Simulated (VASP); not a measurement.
# TiO (P6_3/mmc) in VASP: a series of runs

Runs on TiO. Level: r2SCAN. Tasks: single point.

All numbers are computed with VASP 6.6.1; they aren't measurements. Logs are shortened: lines on timing, memory, paths and dates and some standing lists are left out, and cuts for length are marked.

### Step 1. The cell of the first run

It takes space group P6_3/mmc (No. 194, hexagonal). The conventional cell has a = 2.852 Å, b = 2.852 Å, c = 5.568 Å, α = 90.00°, β = 90.00°, γ = 120.00°. Within 2.9 Å of Ti (site symmetry -6m2) lie 6 O at 2.16 Å and 6 Ti at 2.85 Å. O (site symmetry -3m) has 6 Ti at 2.16 Å and 8 O at 2.78 to 2.85 Å within 2.9 Å.

### Step 2. Single point, r2SCAN

File POSCAR:

```
TiO
1.0
    2.8516080131      0.0000000000      0.0000000000
   -1.4258040066      2.4695649810      0.0000000000
    0.0000000000      0.0000000000      5.5675030000
Ti O
2 2
Direct
    0.3333333333      0.6666666667      0.2500000000
    0.6666666667      0.3333333333      0.7500000000
    0.0000000000      0.0000000000      0.0000000000
    0.0000000000      0.0000000000      0.5000000000
```

File INCAR.step1:

```
PREC     = Accurate       # precision mode
ENCUT    = 520            # plane-wave cutoff, eV
ISMEAR   = 0              # smearing method
SIGMA    = 0.2            # smearing width, eV
LREAL    = F              # projectors in reciprocal space
LASPH    = T              # aspherical terms in the spheres
NELM     = 60             # most SCF steps
NBANDS   = 26             # bands
GGA      = PE             # functional
ALGO     = Normal         # electronic algorithm
EDIFF    = 1E-4           # SCF threshold, eV
LWAVE    = T              # write WAVECAR
LCHARG   = F              # write CHGCAR
```

File INCAR.step2:

```
PREC     = Accurate       # precision mode
ENCUT    = 520            # plane-wave cutoff, eV
EDIFF    = 1E-6           # SCF threshold, eV
ISMEAR   = 0              # smearing method
SIGMA    = 0.2            # smearing width, eV
LREAL    = F              # projectors in reciprocal space
LASPH    = T              # aspherical terms in the spheres
NELM     = 60             # most SCF steps
ALGO     = Normal         # electronic algorithm
ISIF     = 2              # what is computed and relaxed
LWAVE    = F              # write WAVECAR
LCHARG   = F              # write CHGCAR
METAGGA  = R2SCAN         # meta-GGA
LMIXTAU  = T            
NBANDS   = 26             # bands
ISTART   = 1
```

File KPOINTS:

```
regular mesh
0
Gamma
  18 18 8
```

Potentials or basis: VASP PAW PBE potentials, release 64 (Ti_sv, O).

The run is started by

```sh
cat potpaw_PBE.64/Ti_sv/POTCAR potpaw_PBE.64/O/POTCAR > POTCAR
cp INCAR.step1 INCAR
mpirun -np 1 vasp_std > vasp.out
cp INCAR.step2 INCAR
mpirun -np 1 vasp_std > vasp.out
```

OUTCAR:

```text
PREC = Accurate
   ENCUT = 520
   EDIFF = 1E-6
   ISMEAR = 0
   LREAL = F
   LASPH = T
   NELM = 60
   ISIF = 2
   METAGGA = R2SCAN
   ISTART = 1

 ion  position               nearest neighbor table
   1  0.333  0.667  0.250-   3 2.16   4 2.16   3 2.16   4 2.16   3 2.16   4 2.16
   2  0.667  0.333  0.750-   3 2.16   4 2.16   3 2.16   4 2.16   3 2.16   4 2.16
   3  0.000  0.000  0.000-   1 2.16   2 2.16   2 2.16   1 2.16   2 2.16   1 2.16
   4  0.000  0.000  0.500-   1 2.16   2 2.16   2 2.16   1 2.16   2 2.16   1 2.16

  LATTYP: Found a hexagonal cell.
 ALAT       =     2.8516080131
 C/A-ratio  =     1.9524082463

  Lattice vectors:

 A1 = (   2.8516080131,   0.0000000000,   0.0000000000)
 A2 = (  -1.4258040066,   2.4695649810,   0.0000000000)
 A3 = (   0.0000000000,   0.0000000000,   5.5675030000)

Analysis of symmetry for initial positions (statically):
=====================================================================
 Subroutine PRICEL returns:
 Original cell was already a primitive cell.

 Routine SETGRP: Setting up the symmetry group for a
 hexagonal supercell.

 Subroutine GETGRP returns: Found 24 space group operations
 (whereof 12 operations were pure point group operations)
 out of a pool of 24 trial point group operations.

The static configuration has the point symmetry D_3d.
 The point group associated with its full space group is D_6h.

Analysis of symmetry for dynamics (positions and initial velocities):
=====================================================================
 Subroutine PRICEL returns:
 Original cell was already a primitive cell.

 Routine SETGRP: Setting up the symmetry group for a
 hexagonal supercell.

 Subroutine GETGRP returns: Found 24 space group operations
 (whereof 12 operations were pure point group operations)
 out of a pool of 24 trial point group operations.

The dynamic configuration has the point symmetry D_3d.
 The point group associated with its full space group is D_6h.

 Subroutine INISYM returns: Found 24 space group operations
 (whereof 12 operations are pure point group operations),
 and found     1 'primitive' translations

----------------------------------------------------------------------------------------

                                     Primitive cell

  volume of cell :      39.2076

  direct lattice vectors                    reciprocal lattice vectors
     2.851608013  0.000000000  0.000000000     0.350679334  0.202464808  0.000000000
    -1.425804007  2.469564981  0.000000000     0.000000000  0.404929616  0.000000000
     0.000000000  0.000000000  5.567503000     0.000000000  0.000000000  0.179613733

  length of vectors
     2.851608013  2.851608013  5.567503000     0.404929616  0.404929616  0.179613733

  position of ions in fractional coordinates (direct lattice)
     0.333333333  0.666666667  0.250000000
     0.666666667  0.333333333  0.750000000
     0.000000000  0.000000000  0.000000000
     0.000000000  0.000000000  0.500000000

  ion indices of the primitive-cell ions
   primitive index   ion index
                 1           1
                 2           2
                 3           3
                 4           4

----------------------------------------------------------------------------------------

 KPOINTS: regular mesh

Automatic generation of k-mesh.
 Grid dimensions read from file:
 generate k-points for:   18   18    8

 Generating k-lattice:

  Cartesian coordinates                     Fractional coordinates (reciprocal lattice)
     0.019482185  0.011248045  0.000000000     0.055555556  0.000000000  0.000000000
     0.000000000  0.022496090  0.000000000     0.000000000  0.055555556  0.000000000
     0.000000000  0.000000000  0.022451717     0.000000000  0.000000000  0.125000000

  Length of vectors
     0.022496090  0.022496090  0.022451717

  Shift w.r.t. Gamma in fractional coordinates (k-lattice)
     0.000000000  0.000000000  0.000000000

 Subroutine IBZKPT returns following result:
 ===========================================

 Found    185 irreducible k-points:

[... 43 lines left out ...]

  energy without entropy =      -48.63701972  energy(sigma->0) =      -48.64113530

 E-fermi :  11.4049     XC(G=0): -13.5920

 val. band max:       11.3843282632   @ k =   0.0556  -0.0000   0.1250
 cond. band min:      11.4601277702   @ k =   0.0556   0.0556   0.0000
 fundamental gap:      0.0757995071
 Fermi energy:        11.4049313583

 k-point     1 :       0.0000    0.0000    0.0000
  band No.  band energies     occupation
      1     -48.8441      2.00000
      2     -48.8015      2.00000
      3     -24.5271      2.00000
      4     -24.0478      2.00000
      5     -23.6798      2.00000
      6     -23.6798      2.00000
[... 18 lines left out ...]
     25      13.2582      0.00000
     26      14.5848      0.00000

 k-point     2 :       0.0556   -0.0000    0.0000
  band No.  band energies     occupation
      1     -48.8404      2.00000
      2     -48.7984      2.00000
      3     -24.5176      2.00000
      4     -24.0461      2.00000
      5     -23.7032      2.00000
      6     -23.6899      2.00000
[... 18 lines left out ...]
     25      13.2757      0.00000
     26      14.4480      0.00000

 k-point     3 :       0.1111   -0.0000    0.0000
  band No.  band energies     occupation
      1     -48.8297      2.00000
      2     -48.7896      2.00000
      3     -24.4899      2.00000
      4     -24.0415      2.00000
      5     -23.7733      2.00000
      6     -23.7521      2.00000
[... 18 lines left out ...]
     25      13.7017      0.00000
     26      14.1256      0.00000

 k-point     4 :       0.1667   -0.0000    0.0000
  band No.  band energies     occupation
      1     -48.8133      2.00000
      2     -48.7760      2.00000
      3     -24.4466      2.00000
      4     -24.0351      2.00000
      5     -23.8820      2.00000
      6     -23.8436      2.00000
[... 18 lines left out ...]
     25      13.7555      0.00000
     26      14.4325      0.00000
[... 496 lines left out ...]
      1     -48.7441      2.00000
      2     -48.7219      2.00000
      3     -24.2716      2.00000
      4     -24.2524      2.00000
      5     -24.1767      2.00000
      6     -24.0232      2.00000
[... 18 lines left out ...]
     25      14.4837      0.00000
     26      14.7969      0.00000

 k-point    23 :       0.3333    0.1111    0.0000
  band No.  band energies     occupation
      1     -48.7273      2.00000
      2     -48.7102      2.00000
      3     -24.3606      2.00000
      4     -24.2487      2.00000
      5     -24.1983      2.00000
      6     -24.0292      2.00000
[... 18 lines left out ...]
     25      14.7788      0.00000
     26      14.9509      0.00000

 k-point    24 :       0.3889    0.1111    0.0000
  band No.  band energies     occupation
      1     -48.7158      2.00000
      2     -48.7029      2.00000
      3     -24.4181      2.00000
      4     -24.2955      2.00000
      5     -24.1564      2.00000
      6     -24.0395      2.00000
[... 18 lines left out ...]
     25      14.9340      0.00000
     26      15.1071      0.00000

 [... further k-points ...]
[... 5 lines left out ...]
  --------------------------------------------------------------------------------------
  -------------------------------------------------------------------------------------
  Total       -1.0004641     -1.0004641     -0.6713001      0.0000000      0.0000000     -0.0000000
  in kB      -40.8828687    -40.8828687    -27.4319423      0.0000000      0.0000000     -0.0000000
  external PRESSURE =     -36.3992266 kB  Pullay stress =       0.0000000 kB

 VOLUME and BASIS-vectors are now :
 -----------------------------------------------------------------------------
  energy-cutoff  :      520.00
  volume of cell :       39.21
      direct lattice vectors                 reciprocal lattice vectors
     2.851608013  0.000000000  0.000000000     0.350679334  0.202464808  0.000000000
    -1.425804007  2.469564981  0.000000000     0.000000000  0.404929616  0.000000000
     0.000000000  0.000000000  5.567503000     0.000000000  0.000000000  0.179613733

 POSITION                                       TOTAL-FORCE (eV/Angst)
 -----------------------------------------------------------------------------------
     -0.00000      1.64638      1.39188         0.000000      0.000000      0.000000
      1.42580      0.82319      4.17563        -0.000000      0.000000      0.000000
      0.00000      0.00000      0.00000        -0.000000      0.000000      0.000000
      0.00000      0.00000      2.78375        -0.000000      0.000000      0.000000
 -----------------------------------------------------------------------------------
    total drift:                               -0.000000      0.000000     -0.000000

  FREE ENERGIE OF THE ION-ELECTRON SYSTEM (eV)
  ---------------------------------------------------
  free  energy   TOTEN  =       -48.6452508912 eV

  energy  without entropy=      -48.6370197152  energy(sigma->0) =      -48.64113530
```

Wall time 8.7 min (1 thread of Intel Xeon 6975P-C, shared host); peak memory 0.29 GiB.

What came out:

* Free energy: -48.6453 eV
* Pressure: -3.6 GPa
* Band gap on the k mesh: zero (band 18 reaches 11.29 eV, above the bottom of band 19 at 11.25 eV)

Stress tensor (GPa, compression positive):
```
-4.09  0.00  0.00
 0.00 -4.09  0.00
 0.00  0.00 -2.74
```

Levels at points of the mesh, in eV from the Fermi level:
| k point | band 14 | band 15 | band 16 | band 17 | band 18 | band 19 | band 20 | band 21 | band 22 | band 23 |
| --- | --- | --- | --- | --- | --- | --- | --- | --- | --- | --- |
| (0.00, 0.00, 0.00) | -5.71 | -5.71 | -5.67 | -2.15 | -0.15 | -0.15 | -0.08 | 1.10 | 1.10 | 1.58 |
| (0.50, 0.00, 0.00) | -7.04 | -6.20 | -5.89 | -2.85 | -0.15 | 0.97 | 1.70 | 2.02 | 2.34 | 2.73 |
| (0.00, 0.00, 0.50) | -5.99 | -5.99 | -5.99 | -0.71 | -0.71 | 0.71 | 0.71 | 0.71 | 0.71 | 2.23 |
| (0.50, 0.00, 0.50) | -7.65 | -6.51 | -6.51 | -1.46 | -1.46 | 2.08 | 2.08 | 2.30 | 2.30 | 2.34 |

Caveat: the PAW data sets were made with another functional, which shifts forces and pressure a little; semilocal functionals often make such compounds metallic where correlation or magnetic order opens a gap, which also shifts bond lengths.

### Step 3. Single point, r2SCAN

POSCAR is that of step 2.

File INCAR.step1:

```
PREC = Accurate
ENCUT = 910
ISMEAR = 0
SIGMA = 0.1
LREAL = F
LASPH = T
NELM = 120
NBANDS = 26
GGA = PE
ALGO = Normal
EDIFF = 1E-5
LWAVE = T
LCHARG = F
GGA_COMPAT = F
```

File INCAR.step2:

```
PREC = Accurate
ENCUT = 910
EDIFF = 1E-6
ISMEAR = 0
SIGMA = 0.1
LREAL = F
LASPH = T
NELM = 120
ALGO = Normal
ISIF = 2
LWAVE = F
LCHARG = T
METAGGA = R2SCAN
LMIXTAU = T
LELF = T
LVHAR = T
NBANDS = 26
ISTART = 1
GGA_COMPAT = F
```

File KPOINTS:

```
regular mesh
0
Gamma
  3 3 2
```

Potentials or basis: VASP PAW PBE potentials, release 64 (Ti_sv, O_h).

The run is started by

```sh
cat potpaw_PBE.64/Ti_sv/POTCAR potpaw_PBE.64/O_h/POTCAR > POTCAR
cp INCAR.step1 INCAR
mpirun -np 1 vasp_std > vasp.out
cp INCAR.step2 INCAR
mpirun -np 1 vasp_std > vasp.out
```

Run time: 45 s. Hardware: 1 thread of Intel Xeon 6975P-C (Granite Rapids), shared host; peak memory 0.2 GiB.

Results (log left out):

```yaml
Free_energy: -48.4580 eV
Pressure: -2.6 GPa
Band_gap_on_the_k_mesh: zero (filled and empty bands touch)
```

Stress tensor (GPa, compression positive):
```
-3.22  0.00  0.00
 0.00 -3.22  0.00
 0.00  0.00 -1.45
```

Levels at points of the mesh, in eV from the Fermi level:
```
           k point  band 14  band 15  band 16  band 17  band 18  band 19  band 20  band 21  band 22  band 23
(0.00, 0.00, 0.00)    -5.52    -5.52    -5.48    -2.00     0.01     0.01     0.07     1.24     1.24     1.74
(0.00, 0.00, 0.50)    -5.80    -5.80    -5.80    -0.56    -0.56     0.88     0.88     0.88     0.88     2.37
```

Caveat: the k points lie up to 0.85 Å⁻¹ apart; the cutoff is under 1.25 times the usual one of these potentials, so pressure, stress and relaxed cells hold a basis-set (Pulay) error; the PAW data sets were made with another functional, which shifts forces and pressure a little; semilocal functionals often make such compounds metallic where correlation or magnetic order opens a gap, which also shifts bond lengths.

### Step 4. Single point, r2SCAN

POSCAR is that of step 3.

File INCAR.step1:

```
ALGO = Normal ; EDIFF = 1E-5
ENCUT = 910 ; GGA = PE
GGA_COMPAT = F ; ISMEAR = 0
LASPH = T ; LCHARG = F
LREAL = F ; LWAVE = T
NBANDS = 26 ; NELM = 120
PREC = Accurate ; SIGMA = 0.1
```

File INCAR.step2:

```
ALGO = Normal ; EDIFF = 1E-6
ENCUT = 910 ; GGA_COMPAT = F
ISIF = 2 ; ISMEAR = 0
ISTART = 1 ; LASPH = T
LCHARG = F ; LMIXTAU = T
LREAL = F ; LWAVE = F
METAGGA = R2SCAN ; NBANDS = 26
NELM = 120 ; PREC = Accurate
SIGMA = 0.1
```

File KPOINTS:

```
k-points
0
Gamma
  3 3 1
```

The run is started by

```sh
cat potpaw_PBE.64/Ti_sv/POTCAR potpaw_PBE.64/O_h/POTCAR > POTCAR
cp INCAR.step1 INCAR
mpirun -np 1 vasp_std > vasp.out
cp INCAR.step2 INCAR
mpirun -np 1 vasp_std > vasp.out
```

It took 89 s on 1 thread of Intel Xeon Platinum 8259CL at 2.50GHz (Skylake/Cascade Lake), shared host; peak memory 0.2 GiB.

It converged, with:

```yaml
Free_energy: -48.2136 eV
Pressure: -1.5 GPa
Band_gap_on_the_k_mesh: zero (filled and empty bands touch)
```

Stress tensor (GPa, compression positive):
```
-5.20  0.00  0.00
 0.00 -5.20  0.00
 0.00  0.00  5.96
```

Levels at points of the mesh, in eV from the Fermi level:
```tsv
k point	band 16	band 17	band 18	band 19	band 20	band 21
(0.00, 0.00, 0.00)	-5.50	-2.01	0.01	0.01	0.07	1.24
```

Caveat: the k points lie up to 1.13 Å⁻¹ apart; the cutoff is under 1.25 times the usual one of these potentials, so pressure, stress and relaxed cells hold a basis-set (Pulay) error; the PAW data sets were made with another functional, which shifts forces and pressure a little; semilocal functionals often make such compounds metallic where correlation or magnetic order opens a gap, which also shifts bond lengths.

### Step 5. Single point, r2SCAN

Edit POSCAR of step 4 so:

```diff
@@ -8,4 +8,4 @@
 Direct
-    0.3333333333      0.6666666667      0.2500000000
-    0.6666666667      0.3333333333      0.7500000000
+    0.3333333300      0.6666666700      0.2500000000
+    0.6666666700      0.3333333300      0.7500000000
     0.0000000000      0.0000000000      0.0000000000
```

File INCAR.step1:

```
SYSTEM = TiO
PREC = Accurate ; ENCUT = 520
ISMEAR = 0 ; SIGMA = 0.1
LREAL = .FALSE. ; LASPH = .TRUE.
NELM = 80 ; NBANDS = 26
GGA = PE ; ALGO = Normal
EDIFF = 1E-4 ; LWAVE = .TRUE.
LCHARG = .FALSE.
```

File INCAR.step2:

```
SYSTEM = TiO
PREC = Accurate ; ENCUT = 520
EDIFF = 1E-7 ; ISMEAR = 0
SIGMA = 0.1 ; LREAL = .FALSE.
LASPH = .TRUE. ; NELM = 80
ALGO = Normal ; ISIF = 2
LWAVE = .FALSE. ; LCHARG = .FALSE.
METAGGA = R2SCAN ; LMIXTAU = .TRUE.
NBANDS = 26 ; ISTART = 1
```

File KPOINTS:

```
regular mesh
0
G
  18 18 8
  0 0 0
```

Potentials or basis: VASP PAW PBE potentials, release 64 (Ti_sv, O).

The run is started by

```sh
cat potpaw_PBE.64/Ti_sv/POTCAR potpaw_PBE.64/O/POTCAR > POTCAR
cp INCAR.step1 INCAR
mpirun -np 1 vasp_std > vasp.out
cp INCAR.step2 INCAR
mpirun -np 1 vasp_std > vasp.out
```

Wall time 8.1 min (1 thread of Intel Xeon Platinum 8488C (Sapphire Rapids), shared host); peak memory 0.29 GiB.

Results (log left out):

* Free energy: -48.6424 eV
* Pressure: -3.6 GPa
* Band gap on the k mesh: zero (band 18 reaches 11.29 eV, above the bottom of band 19 at 11.25 eV)

Stress tensor (GPa, compression positive):
```
-4.19  0.00  0.00
 0.00 -4.19  0.00
 0.00  0.00 -2.56
```

Levels at points of the mesh, in eV from the Fermi level:
| k point | band 14 | band 15 | band 16 | band 17 | band 18 | band 19 | band 20 | band 21 | band 22 | band 23 |
| --- | --- | --- | --- | --- | --- | --- | --- | --- | --- | --- |
| (0.00, 0.00, 0.00) | -5.64 | -5.64 | -5.60 | -2.09 | -0.09 | -0.09 | -0.01 | 1.16 | 1.16 | 1.64 |
| (0.50, 0.00, 0.00) | -6.97 | -6.14 | -5.82 | -2.78 | -0.09 | 1.04 | 1.77 | 2.09 | 2.41 | 2.79 |
| (0.00, 0.00, 0.50) | -5.92 | -5.92 | -5.92 | -0.64 | -0.64 | 0.78 | 0.78 | 0.78 | 0.78 | 2.29 |
| (0.50, 0.00, 0.50) | -7.59 | -6.44 | -6.44 | -1.40 | -1.40 | 2.15 | 2.15 | 2.36 | 2.36 | 2.40 |

Caveat: the PAW data sets were made with another functional, which shifts forces and pressure a little; semilocal functionals often make such compounds metallic where correlation or magnetic order opens a gap, which also shifts bond lengths.

### Step 6. The runs side by side

| potentials or basis | k mesh | cutoff (eV) | smearing | second run | gap on the mesh (eV) | pressure (GPa) |
| --- | --- | --- | --- | --- | --- | --- |
| VASP PAW PBE potentials, release 64 (Ti_sv, O) | 18 × 18 × 8 | 520 | gaussian 0.2 eV | - | none | -3.6 |
| VASP PAW PBE potentials, release 64 (Ti_sv, O_h) | 3 × 3 × 2 | 910 | gaussian 0.1 eV | hard_potentials | none | -2.6 |
| VASP PAW PBE potentials, release 64 (Ti_sv, O_h) | 3 × 3 × 1 | 910 | gaussian 0.1 eV | hard_potentials | none | -1.5 |
| VASP PAW PBE potentials, release 64 (Ti_sv, O) | 18 × 18 × 8 | 520 | gaussian 0.1 eV | - | none | -3.6 |

Alike in all rows: task single point; level r2SCAN; no spin polarisation; cell as given.

Caveats: some runs use coarse meshes; the PAW data sets were made with another functional, which shifts forces and pressure a little; semilocal functionals often make such compounds metallic where correlation or magnetic order opens a gap, which also shifts bond lengths; the cutoff is under 1.25 times the usual one of these potentials, so pressure, stress and relaxed cells hold a basis-set (Pulay) error (some runs).

Total energies depend on the potentials used, so only differences within one code and one set of settings carry meaning.
